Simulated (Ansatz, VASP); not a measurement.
**Zn3F: VASP beside Ansatz**

Contents of INCAR:

```
PREC = Accurate
ENCUT = 520
EDIFF = 1E-6
ISMEAR = 0
SIGMA = 0.1
LREAL = F
LASPH = T
NELM = 150
ALGO = Fast
ISIF = 2
LWAVE = F
LCHARG = F
ISPIN = 2
MAGMOM = 0 0 0 1
LORBIT = 11
GGA = PE
NBANDS = 34
```

Contents of KPOINTS:

```
regular mesh
0
Gamma
  4 4 6
```

Contents of POSCAR:

```
Zn3F
1.0
    4.0790085100      0.0000000000      0.0000000000
    0.0000000000      4.0790085100      0.0000000000
    0.0000000000      0.0000000000      3.6630135400
Zn F
3 1
Direct
    0.0000000000      0.0000000000      0.5000000000
    0.0000000000      0.5000000000      0.5000000000
    0.5000000000      0.0000000000      0.5000000000
    0.5000000000      0.5000000000      0.0000000000
```

Input for Ansatz:

```yaml
crystal:
  lattice:
    - [4.07900851, 0.0, 0.0]
    - [0.0, 4.07900851, 0.0]
    - [0.0, 0.0, 3.66301354]
  atoms:
    - { symbol: Zn, position: [0.0, 0.0, 0.5] }
    - { symbol: Zn, position: [0.0, 0.5, 0.5] }
    - { symbol: Zn, position: [0.5, 0.0, 0.5] }
    - { symbol: F, position: [0.5, 0.5, 0.0], spin: 1.0 }
basis:
  ecutwfc: 420
kpoints:
  mp_grid: { grid: [4, 4, 6] }
hamiltonian:
  xc: pbe
scf:
  occupations: { method: gaussian, width: 0.1 }
  lower_state_search: "off"
output:
  forces: true
  stress: true
  eigenvalues: true
  populations: true
magnetization:
  spin_polarized: true
```

Alike in both runs: task single point; functional PBE; k mesh 4 × 4 × 6; occupations gaussian, width 0.1 eV; collinear spin.

```csv
,VASP,Ansatz
version,VASP 6.6.1,Ansatz 0.2.0
potentials or method,"VASP PAW PBE potentials, release 64 (Zn, F), cutoff 520 eV","scalar-relativistic, plane waves, PAW"
valence electrons in the cell,43,43
```

```csv
,VASP,Ansatz,Ansatz less VASP
gap on the k mesh at the Fermi level (eV),none,none,-
net moment per atom (μB),0.00,0.00,0.000
```

A gap of «none» marks a metal or a gap that the smearing closes. With one functional, cell and mesh, what is left measures potentials, basis and numerics. Ansatz's warnings: seeded moment not kept.

The k mesh is coarse, so the values compare programs but aren't converged.
